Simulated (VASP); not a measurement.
Set up this calculation in VASP 6.6.1, as the native input.

```
Task                   : single point
Functional             : RPBE
Potentials or basis    : VASP PAW PBE potentials, release 64 (Cs_sv)
Cutoff                 : 500 eV
k mesh                 : 6 × 6 × 6
Occupations            : fermi-dirac, width 0.05 eV
Spin                   : no spin polarisation
Dipole correction      : no
Further INCAR settings : ALGO = Normal; EDIFF = 1e-06; NBANDS = 10
```

The structure of Cs lies in POSCAR:

```
Cs
1.0
   -3.0335000000      3.0335000000      3.0335000000
    3.0335000000     -3.0335000000      3.0335000000
    3.0335000000      3.0335000000     -3.0335000000
Cs
1
Direct
    0.0000000000      0.0000000000      0.0000000000
```

These files were run (other wordings do the same):

INCAR

```
ALGO = Normal
EDIFF = 1E-6
ENCUT = 500
GGA = RP
GGA_COMPAT = False
ISIF = 2
ISMEAR = -1
LASPH = True
LCHARG = False
LREAL = False
LWAVE = False
NBANDS = 10
NELM = 120
PREC = Accurate
SIGMA = 0.05
```

KPOINTS

```
k-points
0
Gamma
  6 6 6
```

Potentials or basis: VASP PAW PBE potentials, release 64 (Cs_sv).

Launch:

```bash
$ cat potpaw_PBE.64/Cs_sv/POTCAR > POTCAR
$ mpirun -np 1 vasp_std > vasp.out
```

Results of the run:

The pressure is 0.4 GPa.

Caveat: the PAW data sets were made with another functional, which shifts forces and pressure a little.

It took 23 s on 1 thread of Intel Xeon 8259CL, with other jobs on the host, peak memory 0.23 GiB.
